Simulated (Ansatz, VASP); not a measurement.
**Two plane-wave programs on TiO2**

```xyz
6
Lattice="-1.9076 1.9076 4.8392 1.9076 -1.9076 4.8392 1.9076 1.9076 -4.8392" Properties=species:S:1:pos:R:3 pbc="T T T"
Ti    0.0000    1.9076    2.4196
Ti    0.0000    0.0000    0.0000
O     0.0000    1.9076    0.4134
O     0.0000    0.0000    7.6721
O     0.0000    0.0000    2.0062
O     0.0000    1.9076    4.4258
```

Alike in both runs: task single point; functional r2SCAN; k mesh 8 × 8 × 8; no spin polarisation.

```csv
,VASP,Ansatz
version,VASP 6.6.1,Ansatz 0.2.0
potentials or method,"VASP PAW PBE potentials, release 64 (Ti_sv, O)","plane waves, PAW"
plane-wave cutoff (eV),520,500
occupations,"gaussian, width 0.01 eV",fixed
valence electrons in the cell,48,48
```

|  | VASP | Ansatz | Ansatz less VASP |
| --- | --- | --- | --- |
| gap on the k mesh at the Fermi level (eV) | 2.51 | 2.49 | -0.022 |
| pressure (GPa) | -5.2 | -6.3 | -1.11 |
| traceless stress, the component that is largest in VASP (GPa) | -0.35 | -0.22 | +0.130 |
| rms of the force components (eV/Å) | 0.067 | 0.079 | +0.0123 |

VASP's potentials were made for PBE, not for r2SCAN. Atom by atom the forces differ by 0.012 eV/Å (rms over components).
